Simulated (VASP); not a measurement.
# ZnS (P6_3mc) in VASP: notebook

ZnS is run at these levels: PBE, LDA; tasks: electric field gradients.

Everything below comes from runs of VASP 6.6.1. Logs are shortened: lines on timing, memory, paths and dates and some standing lists are left out, and cuts for length are marked.

## Step 1: The cell of the first run

It takes space group P6_3mc (No. 186, hexagonal). Conventional cell: a = 3.823 Å, b = 3.823 Å, c = 6.261 Å, α = 90.00°, β = 90.00°, γ = 120.00°. Zn (site symmetry 3m) has 4 S at 2.34 to 2.35 Å within 3.1 Å. S (site symmetry 3m) has 4 Zn at 2.34 to 2.35 Å within 3.1 Å.

## Step 2: Electric field gradients, PBE

Contents of INCAR:

```
SYSTEM = ZnS
PREC = Accurate ; ENCUT = 520
EDIFF = 1E-8 ; ISMEAR = -1
SIGMA = 0.02 ; LREAL = .False.
LASPH = .True. ; NELM = 60
ALGO = Normal ; ISIF = 2
LWAVE = .False. ; LCHARG = .False.
GGA = PE ; LEFG = .True.
NBANDS = 26
```

Contents of KPOINTS:

```
Automatic mesh
0
Gamma
  13 13 7
  0 0 0
```

Contents of POSCAR:

```
ZnS
1.0
    3.8227000000      0.0000000000      0.0000000000
   -1.9113500000      3.3105553110      0.0000000000
    0.0000000000      0.0000000000      6.2607000000
Zn S
2 2
Direct
    0.3333333333      0.6666666667      0.0000000000
    0.6666666667      0.3333333333      0.5000000000
    0.3333333333      0.6666666667      0.3748000000
    0.6666666667      0.3333333333      0.8748000000
```

Potentials or basis: VASP PAW PBE potentials, release 64 (Zn, S).

Command:

```
$ cat potpaw_PBE.64/Zn/POTCAR potpaw_PBE.64/S/POTCAR > POTCAR
$ mpirun -np 1 vasp_std > vasp.out
```

OUTCAR:

```text
SYSTEM = ZnS
   PREC = Accurate
   ENCUT = 520
   EDIFF = 1E-8
   ISMEAR = -1
   LREAL = .False.
   LASPH = .True.
   NELM = 60
   ISIF = 2
   GGA = PE

 ion  position               nearest neighbor table
   1  0.333  0.667  0.000-   4 2.34   4 2.34   4 2.34   3 2.35
   2  0.667  0.333  0.500-   3 2.34   3 2.34   3 2.34   4 2.35
   3  0.333  0.667  0.375-   2 2.34   2 2.34   2 2.34   1 2.35
   4  0.667  0.333  0.875-   1 2.34   1 2.34   1 2.34   2 2.35

  LATTYP: Found a hexagonal cell.
 ALAT       =     3.8227000000
 C/A-ratio  =     1.6377691161

  Lattice vectors:

 A1 = (   3.8227000000,   0.0000000000,   0.0000000000)
 A2 = (  -1.9113500000,   3.3105553110,   0.0000000000)
 A3 = (   0.0000000000,   0.0000000000,   6.2607000000)

Analysis of symmetry for initial positions (statically):
=====================================================================
 Subroutine PRICEL returns:
 Original cell was already a primitive cell.

 Routine SETGRP: Setting up the symmetry group for a
 hexagonal supercell.

 Subroutine GETGRP returns: Found 12 space group operations
 (whereof  6 operations were pure point group operations)
 out of a pool of 24 trial point group operations.

The static configuration has the point symmetry C_3v.
 The point group associated with its full space group is C_6v.

Analysis of symmetry for dynamics (positions and initial velocities):
=====================================================================
 Subroutine PRICEL returns:
 Original cell was already a primitive cell.

 Routine SETGRP: Setting up the symmetry group for a
 hexagonal supercell.

 Subroutine GETGRP returns: Found 12 space group operations
 (whereof  6 operations were pure point group operations)
 out of a pool of 24 trial point group operations.

The dynamic configuration has the point symmetry C_3v.
 The point group associated with its full space group is C_6v.

 Subroutine INISYM returns: Found 12 space group operations
 (whereof  6 operations are pure point group operations),
 and found     1 'primitive' translations

----------------------------------------------------------------------------------------

                                     Primitive cell

  volume of cell :      79.2308

  direct lattice vectors                    reciprocal lattice vectors
     3.822700000  0.000000000  0.000000000     0.261595208  0.151032064  0.000000000
    -1.911350000  3.310555311  0.000000000     0.000000000  0.302064127  0.000000000
     0.000000000  0.000000000  6.260700000     0.000000000  0.000000000  0.159726548

  length of vectors
     3.822700000  3.822700000  6.260700000     0.302064127  0.302064127  0.159726548

  position of ions in fractional coordinates (direct lattice)
     0.333333333  0.666666667  0.000000000
     0.666666667  0.333333333  0.500000000
     0.333333333  0.666666667  0.374800000
     0.666666667  0.333333333  0.874800000

  ion indices of the primitive-cell ions
   primitive index   ion index
                 1           1
                 2           2
                 3           3
                 4           4

----------------------------------------------------------------------------------------

 KPOINTS: Automatic mesh

Automatic generation of k-mesh.
 Grid dimensions read from file:
 generate k-points for:   13   13    7

 Generating k-lattice:

  Cartesian coordinates                     Fractional coordinates (reciprocal lattice)
     0.020122708  0.011617851  0.000000000     0.076923077  0.000000000  0.000000000
     0.000000000  0.023235702  0.000000000     0.000000000  0.076923077  0.000000000
     0.000000000  0.000000000  0.022818078     0.000000000  0.000000000  0.142857143

  Length of vectors
     0.023235702  0.023235702  0.022818078

  Shift w.r.t. Gamma in fractional coordinates (k-lattice)
     0.000000000  0.000000000  0.000000000
[... 37 lines left out ...]
   dimension x,y,z NGXF=    56 NGYF=   56 NGZF=   96
   ions per type =               2   2
   NGX,Y,Z   is equivalent  to a cutoff of  12.18, 12.18, 12.75 a.u.
   NGXF,Y,Z  is equivalent  to a cutoff of  24.35, 24.35, 25.49 a.u.
 SYSTEM =  ZnS
   PREC   = accura    normal or accurate (medium, high low for compatibility)
   ISTART =      0    job   : 0-new  1-cont  2-samecut
   ICHARG =      2    charge: 1-file 2-atom 10-const
   ISPIN  =      1    spin polarized calculation?
   LNONCOLLINEAR =      F non collinear calculations
   LSORBIT =      F    spin-orbit coupling
   LASPH  =      T    aspherical Exc in radial PAW
   ENCUT  =  520.0 eV  38.22 Ry    6.18 a.u.   7.11  7.11 11.64*2*pi/ulx,y,z
   NELM   =     60;   NELMIN=  2; NELMDL= -5     # of ELM steps
   EDIFF  = 0.1E-07   stopping-criterion for ELM
   LREAL  =      F    real-space projection
   EDIFFG = 0.1E-06   stopping-criterion for IOM
   NSW    =      0    number of steps for IOM
   IBRION =     -1    ionic relax: 0-MD 1-quasi-New 2-CG
   NFREE  =      0    steps in history (QN), initial steepest desc. (CG)
   ISIF   =      2    stress and relaxation
   ISYM   =      2    0-nonsym 1-usesym 2-fastsym
   POTIM  = 0.5000    time-step for ionic-motion
   TEBEG  =    0.0;   TEEND  =   0.0 temperature during run
   PSTRESS=    0.0 pullay stress
   NELECT =      36.0000    total number of electrons
   NUPDOWN=      -1.0000    fix difference up-down
   EMIN   =  10.00;   EMAX   =-10.00  energy-range for DOS
   EFERMI =   0.00;   METHOD = LEGACY
   ISMEAR =    -1;   SIGMA  =   0.02  broadening in eV -4-tet -1-fermi 0-gaus
   EFERMI_NEDOS =   21; number of points for ismear=-14 and -15
   IALGO  =     38    algorithm
   IMIX   =      4    mixing-type and parameters
     AMIX     =   0.40;   BMIX     =  1.00
     AMIX_MAG =   1.60;   BMIX_MAG =  1.00
  volume/ion in A,a.u.               =      19.81       133.67
  Fermi-wavevector in a.u.,A,eV,Ry     =   1.258571  2.378354 21.551637  1.584001
  Thomas-Fermi vector in A             =   2.392174
   LORBIT       =      0    0 simple, 1 ext, 2 COOP (PROOUT), +10 PAW based schemes
   GGA     = PE    functional components
   LHFCALC =     F    Hartree Fock is set to
   AEXX    =    0.0000 exact exchange contribution
   IVDW    =     0    specifies the selected vdW correction
   LEPSILON=     F    determine dielectric tensor
   LRPA    =     F    only Hartree local field effects (RPA)
 non-spin polarized calculation
  energy-cutoff  :      520.00
  volume of cell :       79.23
 maximum number of plane-waves:      2150
   NGX = 15   NGY = 15   NGZ = 23

 number of electron      35.9999987 magnetization

 Free energy of the ion-electron system (eV)
  ---------------------------------------------------
  ext. energy  EPLUGINS =         0.00000000
  ---------------------------------------------------
  free energy    TOTEN  =       -13.68576269 eV

  energy without entropy =      -13.68576269  energy(sigma->0) =      -13.68576269

 E-fermi :   2.4495     XC(G=0):  -9.6046

 val. band max:        2.0845579236   @ k =   0.0000   0.0000   0.0000
 cond. band min:       4.2553238480   @ k =   0.0000   0.0000   0.0000
 fundamental gap:      2.1707659245
 Fermi energy:         2.4494785212

 k-point     1 :       0.0000    0.0000    0.0000
  band No.  band energies     occupation
      1     -11.0503      2.00000
      2     -10.1248      2.00000
      3      -4.2396      2.00000
      4      -4.2284      2.00000
      5      -4.2284      2.00000
      6      -4.1474      2.00000
[... 685 lines left out ...]
     25      10.3247      0.00000
     26      10.6034      0.00000

 [... further k-points ...]

------------------------ aborting loop because EDIFF is reached ----------------------------------------

  FORCE on cell =-STRESS in cart. coord.  units (eV):
  Direction    XX          YY          ZZ          XY          YZ          ZX
  --------------------------------------------------------------------------------------
  -------------------------------------------------------------------------------------
  Total        0.7319333      0.7319333      0.8029019      0.0000000     -0.0000000      0.0000000
  in kB       14.8009001     14.8009001     16.2360020      0.0000000     -0.0000000      0.0000000
  external PRESSURE =      15.2792674 kB  Pullay stress =       0.0000000 kB

 VOLUME and BASIS-vectors are now :
 -----------------------------------------------------------------------------
  energy-cutoff  :      520.00
  volume of cell :       79.23
      direct lattice vectors                 reciprocal lattice vectors
     3.822700000  0.000000000  0.000000000     0.261595208  0.151032064  0.000000000
    -1.911350000  3.310555311  0.000000000     0.000000000  0.302064127  0.000000000
     0.000000000  0.000000000  6.260700000     0.000000000  0.000000000  0.159726548

 POSITION                                       TOTAL-FORCE (eV/Angst)
 -----------------------------------------------------------------------------------
     -0.00000      2.20704      0.00000        -0.000000      0.000000      0.005998
      1.91135      1.10352      3.13035         0.000000     -0.000000      0.005998
     -0.00000      2.20704      2.34651         0.000000      0.000000     -0.005998
      1.91135      1.10352      5.47686         0.000000      0.000000     -0.005998
 -----------------------------------------------------------------------------------
    total drift:                               -0.000000     -0.000000     -0.000175

  FREE ENERGIE OF THE ION-ELECTRON SYSTEM (eV)
  ---------------------------------------------------
  free  energy   TOTEN  =       -13.6857626897 eV

  energy  without entropy=      -13.6857626896  energy(sigma->0) =      -13.68576269

 Electric field gradients (V/A^2)
---------------------------------------------------------------------
 ion       V_xx      V_yy      V_zz      V_xy      V_xz      V_yz
---------------------------------------------------------------------
   1      -0.304    -0.298     0.602     0.005     0.000    -0.000
   2      -0.304    -0.298     0.602     0.005    -0.000     0.000
   3      -1.092    -1.092     2.184    -0.001     0.000    -0.000
   4      -1.092    -1.092     2.184    -0.001    -0.000     0.000
---------------------------------------------------------------------

 Electric field gradients after diagonalization (V/A^2)
 (convention: |V_zz| > |V_xx| > |V_yy|)
----------------------------------------------------------------------
 ion       V_xx      V_yy      V_zz     asymmetry (V_yy - V_xx)/ V_zz
----------------------------------------------------------------------
   1      -0.307    -0.295     0.602       0.021
   2      -0.307    -0.295     0.602       0.021
   3      -1.092    -1.091     2.184       0.001
   4      -1.092    -1.091     2.184       0.001
----------------------------------------------------------------------

           NMR quadrupolar parameters

 Cq : quadrupolar parameter    Cq=e*Q*V_zz/h
 eta: asymmetry parameters     (V_yy - V_xx)/ V_zz
 Q  : nuclear electric quadrupole moment in mb (millibarn)
----------------------------------------------------------------------
 ion       Cq(MHz)       eta       Q (mb)
----------------------------------------------------------------------
   1       0.001       0.021       1.000
   2       0.001       0.021       1.000
   3       0.005       0.001       1.000
   4       0.005       0.001       1.000
----------------------------------------------------------------------
```

It took 84 s on 1 thread of AMD EPYC 9R45 (Zen 5), shared host; peak memory 0.25 GiB.

What came out:

```yaml
Free_energy: -13.6858 eV
Pressure: 1.5 GPa
Largest_force: 0.006 eV/Å
Band_gap_on_the_k_mesh: 2.17 eV
Largest_electric_field_gradient_by_atom: Zn +0.6; S +2.2 V/Å²
```

Forces on the atoms (eV/Å):
```
Zn   0.000  0.000  0.006
Zn   0.000  0.000  0.006
S    0.000  0.000 -0.006
S    0.000  0.000 -0.006
```

Levels at points of the mesh, in eV from the valence-band top:
```csv
k point,band 14,band 15,band 16,band 17,band 18,band 19,band 20,band 21,band 22,band 23
"(0.00, 0.00, 0.00)",-0.88,-0.88,-0.07,0.00,0.00,2.17,3.08,6.31,6.31,6.59
```

Electric field gradients, principal values (V/Å²):
```csv
atom,least,middle,greatest (by size)
1 Zn,-0.295,-0.307,0.602
2 Zn,-0.295,-0.307,0.602
3 S,-1.091,-1.092,2.184
4 S,-1.091,-1.092,2.184
```

Caveat: without QUAD_EFG the Cq values of the log hold for a quadrupole moment of 1 mb, not for the nuclei.

[end of part 1 of 2]
